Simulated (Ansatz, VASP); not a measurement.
# Two plane-wave programs on MgO2

INCAR

```
ALGO     = Normal         # electronic algorithm
EDIFF    = 1E-6           # SCF threshold, eV
EDIFFG   = -0.001         # ionic threshold
ENCUT    = 600            # plane-wave cutoff, eV
GGA      = PS             # functional
IBRION   = 2              # ionic algorithm
ISIF     = 3              # what is computed and relaxed
ISMEAR   = 0              # smearing method
LASPH    = True           # aspherical terms in the spheres
LCHARG   = False          # write CHGCAR
LREAL    = False          # projectors in reciprocal space
LWAVE    = False          # write WAVECAR
NELM     = 100            # most SCF steps
NSW      = 80             # ionic steps
PREC     = Accurate       # precision mode
SIGMA    = 0.01           # smearing width, eV
```

Contents of KPOINTS:

```
k-points
0
Gamma
  6 6 6
```

POSCAR

```
MgO2
1.0
    4.8408307549      0.0000000000      0.0000000000
    0.0000000000      4.8408307549      0.0000000000
    0.0000000000      0.0000000000      4.8408307549
Mg O
4 8
Direct
    0.0000000000      0.5000000000      0.5000000000
    0.5000000000      0.5000000000      0.0000000000
    0.5000000000      0.0000000000      0.5000000000
    0.0000000000      0.0000000000      0.0000000000
    0.4116319357      0.0883680643      0.9116319357
    0.0883680643      0.9116319357      0.4116319357
    0.9116319357      0.4116319357      0.0883680643
    0.5883680643      0.5883680643      0.5883680643
    0.4116319357      0.4116319357      0.4116319357
    0.0883680643      0.5883680643      0.9116319357
    0.9116319357      0.0883680643      0.5883680643
    0.5883680643      0.9116319357      0.0883680643
```

Input for Ansatz:

```yaml
crystal:
  lattice:
    - [4.8408307549, 0.0, 0.0]
    - [0.0, 4.8408307549, 0.0]
    - [0.0, 0.0, 4.8408307549]
  atoms:
    - { symbol: Mg, position: [0.0, 0.5, 0.5] }
    - { symbol: Mg, position: [0.5, 0.5, 0.0] }
    - { symbol: Mg, position: [0.5, 0.0, 0.5] }
    - { symbol: Mg, position: [0.0, 0.0, 0.0] }
    - { symbol: O, position: [0.4116319357, 0.0883680643, 0.9116319357] }
    - { symbol: O, position: [0.0883680643, 0.9116319357, 0.4116319357] }
    - { symbol: O, position: [0.9116319357, 0.4116319357, 0.0883680643] }
    - { symbol: O, position: [0.5883680643, 0.5883680643, 0.5883680643] }
    - { symbol: O, position: [0.4116319357, 0.4116319357, 0.4116319357] }
    - { symbol: O, position: [0.0883680643, 0.5883680643, 0.9116319357] }
    - { symbol: O, position: [0.9116319357, 0.0883680643, 0.5883680643] }
    - { symbol: O, position: [0.5883680643, 0.9116319357, 0.0883680643] }
basis:
  ecutwfc: 420
kpoints:
  mp_grid: { grid: [6, 6, 6] }
hamiltonian:
  xc: pbesol
scf:
  occupations: { method: fixed }
output:
  forces: true
  stress: true
  eigenvalues: true
relax:
  adjacent_minimum: "off"
  f_tol: 0.001
  max_steps: 60
  cell: { stress_tol: 0.01 }
```

Alike in both runs: task relaxation of cell and atoms; functional PBEsol; k mesh 6 × 6 × 6; no spin polarisation.

|  | VASP | Ansatz |
| --- | --- | --- |
| version | VASP 6.6.1 | Ansatz 0.2.0 |
| potentials or method | VASP PAW PBE potentials, release 64 (Mg, O), cutoff 600 eV | scalar-relativistic, plane waves, PAW |
| occupations | gaussian, width 0.01 eV | fixed |
| valence electrons in the cell | 56 | 88 |

VASP gave:

- gap on the k mesh at the Fermi level, each at its own relaxed structure (eV): 3.90
- relaxed volume (Å³/atom): 9.41
- relaxed cell length with the largest relative difference (Å): 4.834

Question: Which values does Ansatz return?

Answer: gap on the k mesh at the Fermi level, each at its own relaxed structure (eV): 3.97; relaxed volume (Å³/atom): 9.45; relaxed cell length with the largest relative difference (Å): 4.841.

VASP's potentials were made for PBE, not for PBEsol. VASP's potentials hold 56 valence electrons a cell and Ansatz's 88, so a difference there can come from the potentials and not from the codes.
